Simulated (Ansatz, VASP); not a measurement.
InSe: VASP beside Ansatz

INCAR

```
PREC     = Accurate       # precision mode
ENCUT    = 520            # plane-wave cutoff, eV
EDIFF    = 1E-6           # SCF threshold, eV
ISMEAR   = 0              # smearing method
SIGMA    = 0.03           # smearing width, eV
LREAL    = False          # projectors in reciprocal space
LASPH    = True           # aspherical terms in the spheres
NELM     = 60             # most SCF steps
ALGO     = Normal         # electronic algorithm
ISIF     = 2              # what is computed and relaxed
LWAVE    = False          # write WAVECAR
LCHARG   = False          # write CHGCAR
GGA      = PE             # functional
IVDW     = 12             # dispersion correction
NBANDS   = 48             # bands
```

Contents of KPOINTS:

```
Automatic mesh
0
Gamma
  9 9 2
```

Contents of POSCAR:

```
InSe
1.0
   -4.0317714842      0.0000000000      0.0000000000
   -2.0158857421     -3.4916165276      0.0000000000
    0.0000000000      0.0000000000     17.5123716544
In Se
4 4
Direct
    0.3333333333      0.3333333333      0.1595207463
    0.6666666667      0.6666666667      0.6381073131
    0.3333333333      0.3333333333      0.3190658206
    0.6666666667      0.6666666667      0.7976523874
    0.3333333333      0.3333333333      0.5646088014
    0.6666666667      0.6666666667      0.0860222346
    0.3333333333      0.3333333333      0.8711508991
    0.6666666667      0.6666666667      0.3925643323
```

Input for Ansatz:

```yaml
crystal:
  lattice:
    - [-4.0317714892, 0.0, 0.0]
    - [-2.0158857446, -3.4916165319, 0.0]
    - [0.0, 0.0, 17.5123717322]
  atoms:
    - { symbol: In, position: [0.3333333333, 0.3333333333, 0.159520747] }
    - { symbol: In, position: [0.6666666667, 0.6666666667, 0.6381073139] }
    - { symbol: In, position: [0.3333333333, 0.3333333333, 0.3190658199] }
    - { symbol: In, position: [0.6666666667, 0.6666666667, 0.7976523869] }
    - { symbol: Se, position: [0.3333333333, 0.3333333333, 0.5646088028] }
    - { symbol: Se, position: [0.6666666667, 0.6666666667, 0.0860222358] }
    - { symbol: Se, position: [0.3333333333, 0.3333333333, 0.871150898] }
    - { symbol: Se, position: [0.6666666667, 0.6666666667, 0.3925643311] }
basis:
  ecutwfc: 420
kpoints:
  mp_grid: { grid: [9, 9, 2] }
hamiltonian:
  xc: pbe
  dispersion: d3bj
scf:
  occupations: { method: gaussian, width: 0.03 }
output:
  forces: true
  stress: true
  eigenvalues: true
  write_density: true
  write_potential: true
  elf: true
  volumetric_format: npy
```

Alike in both runs: task single point; functional PBE; dispersion D3(BJ); k mesh 9 × 9 × 2; occupations gaussian, width 0.03 eV; no spin polarisation.

|  | VASP | Ansatz |
| --- | --- | --- |
| version | VASP 6.6.1 | Ansatz 0.2.0 |
| potentials or method | VASP PAW PBE potentials, release 64 (In_d, Se), cutoff 520 eV | scalar-relativistic, plane waves, PAW |
| valence electrons in the cell | 76 | 116 |

Ansatz gave:

- gap on the k mesh at the Fermi level (eV): 0.64
- least direct gap on the mesh (eV): 0.64
- pressure (GPa): -0.2
- traceless stress, the component that is largest in VASP (GPa): -0.16
- rms of the force components (eV/Å): 0.030

Problem. Which values does VASP return?

Solution. gap on the k mesh at the Fermi level (eV): 0.63; least direct gap on the mesh (eV): 0.63; pressure (GPa): -0.1; traceless stress, the component that is largest in VASP (GPa): -0.16; rms of the force components (eV/Å): 0.034.

Atom by atom the forces differ by 0.008 eV/Å (rms over components). VASP's potentials hold 76 valence electrons a cell and Ansatz's 116, so a difference there can come from the potentials and not from the codes.
